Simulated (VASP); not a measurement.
# Cd (R-3m) in VASP: a series of runs

Aim: see how the results for Cd move with the level of theory and the settings. Levels: PBEsol+D4, PBE+U. Tasks: single point.

Everything below comes from runs of VASP 6.6.1. Logs are shortened: lines on timing, memory, paths and dates and some standing lists are left out, and cuts for length are marked.

**1. The cell of the first run**

It takes space group R-3m (No. 166, trigonal). The conventional cell has a = 3.216 Å, b = 3.216 Å, c = 7.348 Å, α = 90.00°, β = 90.00°, γ = 120.00°. Cd (site symmetry -3m) has 12 Cd at 3.07 to 3.22 Å within 4.0 Å.

**2. Single point, PBEsol+D4, collinear spin**

File INCAR:

```
SYSTEM = Cd
PREC = Accurate ; ENCUT = 630
EDIFF = 1E-6 ; ISMEAR = 0
SIGMA = 0.1 ; LREAL = .False.
LASPH = .True. ; NELM = 200
ALGO = Normal ; ISIF = 2
LWAVE = .False. ; LCHARG = .True.
ISPIN = 2 ; MAGMOM = 2.96
LORBIT = 11 ; NUPDOWN = 4.0
GGA = PS ; IVDW = 13
LELF = .True. ; LVHAR = .True.
NBANDS = 20 ; GGA_COMPAT = .False.
```

File KPOINTS:

```
Automatic mesh
0
Gamma
  3 3 3
  0 0 0
```

File POSCAR:

```
Cd
1.0
    1.6080291515      0.9283960635      2.4492874100
   -1.6080291515      0.9283960635      2.4492874100
    0.0000000000     -1.8567921270      2.4492874100
Cd
1
Direct
    0.0000000000      0.0000000000      0.0000000000
```

Potentials or basis: VASP PAW PBE potentials, release 64 (Cd_sv_GW).

Run with:

```sh
$ cat potpaw_PBE.64/Cd_sv_GW/POTCAR > POTCAR
$ mpirun -np 1 vasp_std > vasp.out
```

OUTCAR:

```text
SYSTEM = Cd
   PREC = Accurate
   ENCUT = 630
   EDIFF = 1E-6
   ISMEAR = 0
   LREAL = .False.
   LASPH = .True.
   NELM = 200
   ISIF = 2
   ISPIN = 2
   LORBIT = 11
   NUPDOWN = 4.0
   GGA = PS
   IVDW = 13

 ion  position               nearest neighbor table
   1  0.000  0.000  0.000-

  LATTYP: Found a trigonal (rhomboedric) cell.
 ALAT       =     3.0735461310
 COS(alpha) =     0.4525576903

  Lattice vectors:

 A1 = (   1.6080291515,   0.9283960635,   2.4492874100)
 A2 = (  -1.6080291515,   0.9283960635,   2.4492874100)
 A3 = (   0.0000000000,  -1.8567921270,   2.4492874100)

Analysis of symmetry for initial positions (statically):
=====================================================================
 Subroutine PRICEL returns:
 Original cell was already a primitive cell.

 Routine SETGRP: Setting up the symmetry group for a
 trigonal (rhombohedral) supercell.

 Subroutine GETGRP returns: Found 12 space group operations
 (whereof 12 operations were pure point group operations)
 out of a pool of 12 trial point group operations.

The static configuration has the point symmetry D_3d.

Analysis of symmetry for dynamics (positions and initial velocities):
=====================================================================
 Subroutine PRICEL returns:
 Original cell was already a primitive cell.

 Routine SETGRP: Setting up the symmetry group for a
 trigonal (rhombohedral) supercell.

 Subroutine GETGRP returns: Found 12 space group operations
 (whereof 12 operations were pure point group operations)
 out of a pool of 12 trial point group operations.

The dynamic configuration has the point symmetry D_3d.

Analysis of structural, dynamic, and magnetic symmetry:
=====================================================================
 Subroutine PRICEL returns:
 Original cell was already a primitive cell.

 Routine SETGRP: Setting up the symmetry group for a
 trigonal (rhombohedral) supercell.

 Subroutine GETGRP returns: Found 12 space group operations
 (whereof 12 operations were pure point group operations)
 out of a pool of 12 trial point group operations.

The overall configuration has the point symmetry D_3d.

 Subroutine INISYM returns: Found 12 space group operations
 (whereof 12 operations are pure point group operations),
 and found     1 'primitive' translations

----------------------------------------------------------------------------------------

                                     Primitive cell

  volume of cell :      21.9391

  direct lattice vectors                    reciprocal lattice vectors
     1.608029152  0.928396064  2.449287410     0.310939637  0.179521083  0.136094005
    -1.608029152  0.928396064  2.449287410    -0.310939637  0.179521083  0.136094005
     0.000000000 -1.856792127  2.449287410     0.000000000 -0.359042166  0.136094005

  length of vectors
     3.073546131  3.073546131  3.073546131     0.383969862  0.383969862  0.383969862

  position of ions in fractional coordinates (direct lattice)
     0.000000000  0.000000000  0.000000000

  ion indices of the primitive-cell ions
   primitive index   ion index
                 1           1

----------------------------------------------------------------------------------------

 KPOINTS: Automatic mesh

Automatic generation of k-mesh.
 Grid dimensions read from file:
 generate k-points for:    3    3    3

 Generating k-lattice:

  Cartesian coordinates                     Fractional coordinates (reciprocal lattice)
     0.103646546  0.059840361  0.045364668     0.333333333  0.000000000 -0.000000000
    -0.103646546  0.059840361  0.045364668     0.000000000  0.333333333 -0.000000000
     0.000000000 -0.119680722  0.045364668    -0.000000000 -0.000000000  0.333333333

  Length of vectors
     0.127989954  0.127989954  0.127989954

  Shift w.r.t. Gamma in fractional coordinates (k-lattice)
     0.000000000  0.000000000  0.000000000

 Subroutine IBZKPT returns following result:
 ===========================================

 Found      6 irreducible k-points:

 Following reciprocal coordinates:
            Coordinates               Weight
  0.000000  0.000000  0.000000      1.000000
  0.333333 -0.000000  0.000000      6.000000
  0.333333  0.333333  0.000000      6.000000
 -0.333333  0.333333  0.000000      6.000000
  0.333333  0.333333  0.333333      2.000000
 -0.333333  0.333333  0.333333      6.000000
   k-points           NKPTS =      6   k-points in BZ     NKDIM =      6   number of bands    NBANDS=     20
   number of dos      NEDOS =    301   number of ions     NIONS =      1
   total plane-waves  NPLWV =  21952
   dimension x,y,z NGX =    28 NGY =   28 NGZ =   28
   dimension x,y,z NGXF=    56 NGYF=   56 NGZF=   56
   ions per type =               1
   NGX,Y,Z   is equivalent  to a cutoff of  15.15, 15.15, 15.15 a.u.
   NGXF,Y,Z  is equivalent  to a cutoff of  30.29, 30.29, 30.29 a.u.
 SYSTEM =  Cd
   PREC   = accura    normal or accurate (medium, high low for compatibility)
   ISTART =      0    job   : 0-new  1-cont  2-samecut
   ICHARG =      2    charge: 1-file 2-atom 10-const
   ISPIN  =      2    spin polarized calculation?
   LNONCOLLINEAR =      F non collinear calculations
   LSORBIT =      F    spin-orbit coupling
   LASPH  =      T    aspherical Exc in radial PAW
   ENCUT  =  630.0 eV  46.30 Ry    6.80 a.u.   6.29  6.29  6.29*2*pi/ulx,y,z
   NELM   =    200;   NELMIN=  2; NELMDL= -5     # of ELM steps
   EDIFF  = 0.1E-05   stopping-criterion for ELM
   LREAL  =      F    real-space projection
   EDIFFG = 0.1E-04   stopping-criterion for IOM
   NSW    =      0    number of steps for IOM
   IBRION =     -1    ionic relax: 0-MD 1-quasi-New 2-CG
   NFREE  =      0    steps in history (QN), initial steepest desc. (CG)
   ISIF   =      2    stress and relaxation
   ISYM   =      2    0-nonsym 1-usesym 2-fastsym
   POTIM  = 0.5000    time-step for ionic-motion
   TEBEG  =    0.0;   TEEND  =   0.0 temperature during run
   PSTRESS=    0.0 pullay stress
   NELECT =      20.0000    total number of electrons
   NUPDOWN=       4.0000    fix difference up-down
   EMIN   =  10.00;   EMAX   =-10.00  energy-range for DOS
   EFERMI =   0.00;   METHOD = LEGACY
   ISMEAR =     0;   SIGMA  =   0.10  broadening in eV -4-tet -1-fermi 0-gaus
   EFERMI_NEDOS =   21; number of points for ismear=-14 and -15
   IALGO  =     38    algorithm
   IMIX   =      4    mixing-type and parameters
     AMIX     =   0.40;   BMIX     =  1.00
     AMIX_MAG =   1.60;   BMIX_MAG =  1.00
  volume/ion in A,a.u.               =      21.94       148.05
  Fermi-wavevector in a.u.,A,eV,Ry     =   1.587372  2.999698 34.283285  2.519750
  Thomas-Fermi vector in A             =   2.686540
   LORBIT       =     11    0 simple, 1 ext, 2 COOP (PROOUT), +10 PAW based schemes
   GGA     = PS    functional components
   LHFCALC =     F    Hartree Fock is set to
   AEXX    =    0.0000 exact exchange contribution
   IVDW    =    13    specifies the selected vdW correction
   LEPSILON=     F    determine dielectric tensor
   LRPA    =     F    only Hartree local field effects (RPA)
 spin polarized calculation
 Gauss-broadening in eV      SIGMA  =   0.10
  energy-cutoff  :      630.00
  volume of cell :       21.94
 maximum number of plane-waves:       796
 NGX is ok and might be reduce to    28
   NGX = 13   NGY = 13   NGZ = 13

 number of electron      20.0000002 magnetization       3.9999157

 Free energy of the ion-electron system (eV)
  ---------------------------------------------------
  ext. energy  EPLUGINS =         0.00000000
  ---------------------------------------------------
  free energy    TOTEN  =        18.44256462 eV

  energy without entropy =       18.49530331  energy(sigma->0) =       18.46893396

 E-fermi :  -4.2070     XC(G=0): -11.3131

 val. band max:       13.2301186455   @ k =   0.3333   0.3333   0.0000
 cond. band min:      -4.2042803909   @ k =   0.3333  -0.0000   0.0000
 fundamental gap:    -17.4343990364
 Fermi energy:        13.2606628581

 spin component 1

 k-point     1 :       0.0000    0.0000    0.0000
  band No.  band energies     occupation
      1    -100.6374      1.00000
      2     -61.5528      1.00000
      3     -61.5219      1.00000
      4     -61.5219      1.00000
      5      -6.2333      1.00000
      6      -6.2333      1.00000
[... 12 lines left out ...]
     19      25.7988      0.00000
     20      25.7989      0.00000

 k-point     2 :       0.3333   -0.0000    0.0000
  band No.  band energies     occupation
      1    -100.6358      1.00000
      2     -61.5638      1.00000
      3     -61.5365      1.00000
      4     -61.5241      1.00000
      5      -6.3804      1.00000
      6      -6.1854      1.00000
[... 84 lines left out ...]
 k-point     6 :      -0.3333    0.3333    0.3333
  band No.  band energies     occupation
      1    -100.6342      1.00000
      2     -61.5802      1.00000
      3     -61.5398      1.00000
      4     -61.5310      1.00000
      5      -6.2446      1.00000
      6      -5.9322      1.00000
[... 12 lines left out ...]
     19      29.0161      0.00000
     20      32.3805      0.00000
 Fermi energy:        -4.2070083451

 spin component 2

 k-point     1 :       0.0000    0.0000    0.0000
  band No.  band energies     occupation
      1     -99.5972      1.00000
      2     -60.4831      1.00000
      3     -60.4461      1.00000
      4     -60.4461      1.00000
      5      -4.7282      1.00000
      6      -4.7282      1.00000
[... 12 lines left out ...]
     19      28.8234      0.00000
     20      29.1141      0.00000

 k-point     2 :       0.3333   -0.0000    0.0000
  band No.  band energies     occupation
      1     -99.5958      1.00000
      2     -60.4924      1.00000
      3     -60.4598      1.00000
      4     -60.4480      1.00000
      5      -4.8236      1.00000
      6      -4.7397      1.00000
[... 84 lines left out ...]
 k-point     6 :      -0.3333    0.3333    0.3333
  band No.  band energies     occupation
      1     -99.5943      1.00000
      2     -60.5079      1.00000
      3     -60.4621      1.00000
      4     -60.4543      1.00000
      5      -4.8288      1.00000
      6      -4.5691      1.00000
[... 12 lines left out ...]
     19      32.0637      0.00000
     20      35.2935      0.00000

------------------------ aborting loop because EDIFF is reached ----------------------------------------

  DFT-D4 for vdW energy calculation

  Edisp (eV):   -0.23263

  FORCE on cell =-STRESS in cart. coord.  units (eV):
  Direction    XX          YY          ZZ          XY          YZ          ZX
  --------------------------------------------------------------------------------------
  -------------------------------------------------------------------------------------
  Total       9.10448     9.10448     7.97369     0.00000     0.00000     0.00000
  in kB     664.88677   664.88677   582.30689     0.00000     0.00000     0.00000
  external pressure =      637.36 kB  Pullay stress =        0.00 kB

 VOLUME and BASIS-vectors are now :
 -----------------------------------------------------------------------------
  energy-cutoff  :      630.00
  volume of cell :       21.94
      direct lattice vectors                 reciprocal lattice vectors
     1.608029152  0.928396064  2.449287410     0.310939637  0.179521083  0.136094005
    -1.608029152  0.928396064  2.449287410    -0.310939637  0.179521083  0.136094005
     0.000000000 -1.856792127  2.449287410     0.000000000 -0.359042166  0.136094005

 POSITION                                       TOTAL-FORCE (eV/Angst)
 -----------------------------------------------------------------------------------
      0.00000      0.00000      0.00000         0.000000     -0.000000      0.000000
 -----------------------------------------------------------------------------------
    total drift:                                0.000000      0.000000     -0.000000

  FREE ENERGIE OF THE ION-ELECTRON SYSTEM (eV)
  ---------------------------------------------------
  free  energy   TOTEN  =        18.2099322021 eV

  energy  without entropy=       18.2626708837  energy(sigma->0) =       18.23630154

 total charge

# of ion       s       p       d       f       tot
--------------------------------------------------
    1        2.391   6.551   8.426   0.015  17.382

 magnetization (x)

# of ion       s       p       d       f       tot
--------------------------------------------------
    1        0.388   0.571   1.023   0.014   1.997
```

It took 56 s on 1 thread of AMD EPYC, shared host; peak memory 0.15 GiB.

Results:

| Item | Value |
| --- | --- |
| Free energy | 18.2099 eV |
| Pressure | 63.7 GPa |
| Net moment | 4.00 μB per cell |
| Site moments | Cd +2.00 μB |
| Valence electrons inside the program's atomic spheres | Cd 17.38 |
| Dispersion energy per atom | -0.233 eV |

Caveat: the k points lie up to 0.80 Å⁻¹ apart, too coarse for converged energies, forces and pressures; the moment is held away from its start; the PAW data sets were made with another functional, which shifts forces and pressure a little; the total moment is fixed, so each spin has its own Fermi level and the state may be an excited one.

**3. Single point, PBE+U**

File INCAR:

```
SYSTEM = Cd
PREC = Accurate ; ENCUT = 630
EDIFF = 1E-6 ; ISMEAR = 0
SIGMA = 0.1 ; LREAL = .FALSE.
LASPH = .TRUE. ; NELM = 200
ALGO = Normal ; ISIF = 2
LWAVE = .FALSE. ; LCHARG = .FALSE.
LDAU = .TRUE. ; LDAUTYPE = 2
LDAUL = 2 ; LDAUU = 5
LDAUJ = 0 ; LDAUPRINT = 1
GGA = PE ; NBANDS = 16
GGA_COMPAT = .FALSE.
```

File KPOINTS:

```
regular mesh
0
G
  3 3 3
  0 0 0
```

POSCAR is that of step 2.

Potentials or basis: VASP PAW PBE potentials, release 64 (Cd_sv_GW).

Run with:

```sh
$ cat potpaw_PBE.64/Cd_sv_GW/POTCAR > POTCAR
$ mpirun -np 1 vasp_std > vasp.out
```

Wall time 9.7 s (1 thread of AMD EPYC, shared host); peak memory 0.13 GiB.

The run converged. Its results:

```yaml
Free_energy: 1.2260 eV
Pressure: 5.7 GPa
Band_gap_on_the_k_mesh: 2.00 eV
```

Stress tensor (GPa, compression positive):
```
3.84 0.00 0.00
0.00 3.84 0.00
0.00 0.00 9.55
```

Levels at points of the mesh, in eV from the valence-band top:
```
           k point  band 7  band 8  band 9  band 10  band 11  band 12  band 13  band 14
(0.00, 0.00, 0.00)  -10.13   -9.83   -9.83    -8.38    13.21    14.28    14.28    16.90
```

Eigenvalues of the final occupation matrices:
```
    site  spin  trace               eigenvalues
site 1 d     1   4.62  0.92 0.92 0.92 0.93 0.93
site 1 d     2   4.62  0.92 0.92 0.92 0.93 0.93
```

Caveat: the k points lie up to 0.80 Å⁻¹ apart, too coarse for converged energies, forces and pressures; the U is typed as a test and isn't derived for this compound.
